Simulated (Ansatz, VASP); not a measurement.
Sn15PbO16 in VASP and in Ansatz

```
CELL_PARAMETERS angstrom
7.62739 0.00000 0.00000
0.00000 7.62739 0.00000
0.00000 0.00000 9.77383
ATOMIC_POSITIONS crystal
Pb 0.00000 0.25000 0.13109
Sn 0.00000 0.25000 0.62269
Sn 0.00000 0.75000 0.11636
Sn 0.00000 0.75000 0.62168
Sn 0.50000 0.25000 0.11636
Sn 0.50000 0.25000 0.62168
Sn 0.50000 0.75000 0.11898
Sn 0.50000 0.75000 0.62105
Sn 0.25036 0.99964 0.38226
Sn 0.25062 0.99938 0.87899
Sn 0.25036 0.50036 0.38226
Sn 0.25062 0.50062 0.87899
Sn 0.74964 0.99964 0.38226
Sn 0.74938 0.99938 0.87899
Sn 0.74964 0.50036 0.38226
Sn 0.74938 0.50062 0.87899
O 0.25675 0.25000 0.99467
O 0.24991 0.25000 0.50212
O 0.25256 0.75000 0.99992
O 0.25015 0.75000 0.49957
O 0.74325 0.25000 0.99467
O 0.75009 0.25000 0.50212
O 0.74744 0.75000 0.99992
O 0.74985 0.75000 0.49957
O 0.00000 0.99325 0.99467
O 0.00000 0.00009 0.50212
O 0.00000 0.50675 0.99467
O 0.00000 0.49991 0.50212
O 0.50000 0.99744 0.99992
O 0.50000 0.99985 0.49957
O 0.50000 0.50256 0.99992
O 0.50000 0.50015 0.49957
```

Alike in both runs: functional PBE; k mesh 3 × 3 × 2; occupations fermi-dirac, width 0.01 eV; no spin polarisation.

Ansatz relaxed the structure, and its values are those at the end. VASP's run is a single point on that final structure, the one shown.

|  | VASP | Ansatz |
| --- | --- | --- |
| version | VASP 6.6.1 | Ansatz 0.2.0 |
| potentials or method | VASP PAW PBE potentials, release 64 (Pb_d, Sn_d, O_h) | plane-wave PAW, scalar-relativistic |
| plane-wave cutoff (eV) | 910 | 420 |
| valence electrons in the cell | 320 | 320 |

```csv
,VASP,Ansatz,Ansatz less VASP
rms of the force components (eV/Å),0.024,0.003,-0.0208
```

The functional is the same, so the differences come from potentials, cutoffs and numerics. Ansatz's warnings: stress scf threshold loose.

Neither program's run includes spin-orbit coupling. Noted on VASP's run: the cutoff is short for stress, so the pressure is rough.
